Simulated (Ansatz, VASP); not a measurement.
# NiPt2 in VASP and in Ansatz

The input INCAR:

```
PREC = Accurate ; ENCUT = 520
EDIFF = 1E-6 ; ISMEAR = 0
SIGMA = 0.1 ; LREAL = F
LASPH = T ; NELM = 150
ALGO = Normal ; ISIF = 2
LWAVE = F ; LCHARG = T
ISPIN = 2 ; MAGMOM = 1 0.33 0.33
LORBIT = 11 ; LMAXMIX = 4
GGA = PE ; LELF = T
LVHAR = T ; NBANDS = 26
```

KPOINTS

```
regular mesh
0
Gamma
  6 6 4
```

File POSCAR:

```
NiPt2
1.0
    2.7478487000      0.0000000000      0.0000000000
   -1.3739243000      2.3797068000      0.0000000000
    0.0000000000      0.0000000000      6.5764305000
Ni Pt
1 2
Direct
    0.0000000000      0.0000000000      0.0000000000
    0.6666667000      0.3333333000      0.3161040000
    0.3333333000      0.6666667000      0.6838960000
```

Input for Ansatz:

```yaml
crystal:
  lattice:
    - [2.7478487, 0.0, 0.0]
    - [-1.3739243, 2.3797068, 0.0]
    - [0.0, 0.0, 6.5764305]
  atoms:
    - { symbol: Ni, position: [0.0, 0.0, 0.0], spin: 1.0 }
    - { symbol: Pt, position: [0.6666667, 0.3333333, 0.316104], spin: 0.33 }
    - { symbol: Pt, position: [0.3333333, 0.6666667, 0.683896], spin: 0.33 }
basis:
  ecutwfc: 420
kpoints:
  mp_grid: { grid: [6, 6, 4] }
hamiltonian:
  xc: pbe
scf:
  occupations: { method: gaussian, width: 0.1 }
  lower_state_search: "off"
output:
  forces: true
  stress: true
  eigenvalues: true
  populations: true
magnetization:
  spin_polarized: true
```

Alike in both runs: task single point; functional PBE; k mesh 6 × 6 × 4; occupations gaussian, width 0.1 eV; collinear spin.

|  | VASP | Ansatz |
| --- | --- | --- |
| version | VASP 6.6.1 | Ansatz 0.2.0 |
| potentials or method | VASP PAW PBE potentials, release 64 (Ni, Pt), cutoff 520 eV | scalar-relativistic, plane waves, PAW |
| valence electrons in the cell | 30 | 54 |

|  | VASP | Ansatz | Ansatz less VASP |
| --- | --- | --- | --- |
| gap on the k mesh at the Fermi level (eV) | none | none | - |
| pressure (GPa) | -1.5 | -0.9 | +0.58 |
| traceless stress, the component that is largest in VASP (GPa) | 0.25 | 0.30 | +0.048 |
| rms of the force components (eV/Å) | 0.014 | 0.011 | -0.0029 |
| net moment per atom (μB) | 0.45 | 0.45 | +0.006 |
| size of the moment on the site where the two differ most (μB) | 0.88 | 0.91 | +0.033 |

Site moments also hang on the region over which each program counts them. Atom by atom the forces differ by 0.003 eV/Å (rms over components). A gap of «none» marks a metal or a gap that the smearing closes. VASP's potentials hold 30 valence electrons a cell and Ansatz's 54, so a difference there can come from the potentials and not from the codes.

The k mesh is coarse, so the values compare programs but aren't converged. Spin-orbit coupling is off throughout.
